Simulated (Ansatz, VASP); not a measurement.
Li2TaSb2 in VASP and in Ansatz

Contents of INCAR:

```
SYSTEM = Li2TaSb2
  PREC = Accurate
  ENCUT = 600
  EDIFF = 1E-6
  ISMEAR = 0
  SIGMA = 0.1
  LREAL = .False.
  LASPH = .True.
  NELM = 80
  ALGO = Fast
  ISIF = 3
  LWAVE = .False.
  LCHARG = .False.
  GGA = PE
  IBRION = 2
  NSW = 100
  EDIFFG = -0.01
```

File KPOINTS:

```
Automatic mesh
0
Gamma
  10 10 6
  0 0 0
```

Contents of POSCAR:

```
Li2TaSb2
1.0
    3.8485650796      0.0000000000      0.0000000000
    0.0000000000      3.8485650796      0.0000000000
    0.0000000000      0.0000000000      7.7214419326
Li Ta Sb
2 1 2
Direct
    0.5000000000      0.5000000000      0.6640866385
    0.5000000000      0.5000000000      0.3359133615
    0.0000000000      0.0000000000      0.0000000000
    0.0000000000      0.0000000000      0.5000000000
    0.5000000000      0.5000000000      0.0000000000
```

Input for Ansatz:

```yaml
crystal:
  lattice:
    - [3.8485650796, 0.0, 0.0]
    - [0.0, 3.8485650796, 0.0]
    - [0.0, 0.0, 7.7214419326]
  atoms:
    - { symbol: Li, position: [0.5, 0.5, 0.6640866385] }
    - { symbol: Li, position: [0.5, 0.5, 0.3359133615] }
    - { symbol: Ta, position: [0.0, 0.0, 0.0] }
    - { symbol: Sb, position: [0.0, 0.0, 0.5] }
    - { symbol: Sb, position: [0.5, 0.5, 0.0] }
basis:
  ecutwfc: 420
kpoints:
  mp_grid: { grid: [10, 10, 6] }
hamiltonian:
  xc: pbe
scf:
  occupations: { method: gaussian, width: 0.1 }
output:
  forces: true
  stress: true
  eigenvalues: true
relax:
  adjacent_minimum: "off"
  f_tol: 0.01
  max_steps: 80
  cell: { stress_tol: 0.05 }
```

Alike in both runs: task relaxation of cell and atoms; functional PBE; k mesh 10 × 10 × 6; occupations gaussian, width 0.1 eV; no spin polarisation.

```csv
,VASP,Ansatz
version,VASP 6.6.1,Ansatz 0.2.0
potentials or method,"VASP PAW PBE potentials, release 64 (Li_sv, Ta_pv, Sb), cutoff 600 eV","scalar-relativistic, plane waves, PAW"
valence electrons in the cell,27,49
```

```tsv
	VASP	Ansatz	Ansatz less VASP
gap on the k mesh at the Fermi level, each at its own relaxed structure (eV)	none	none	-
relaxed volume (Å³/atom)	21.85	21.85	+0.004
relaxed length of the cell vector where the two differ most in proportion (Å)	3.878	3.879	+0.0006
```

A gap of «none» marks a metal or a gap that the smearing closes. VASP's potentials hold 27 valence electrons a cell and Ansatz's 49, so a difference there can come from the potentials and not from the codes.

Neither program's run includes spin-orbit coupling. Noted on VASP's run: the cutoff is under 1.25 times that of the potentials, so the pressure is a little rough.
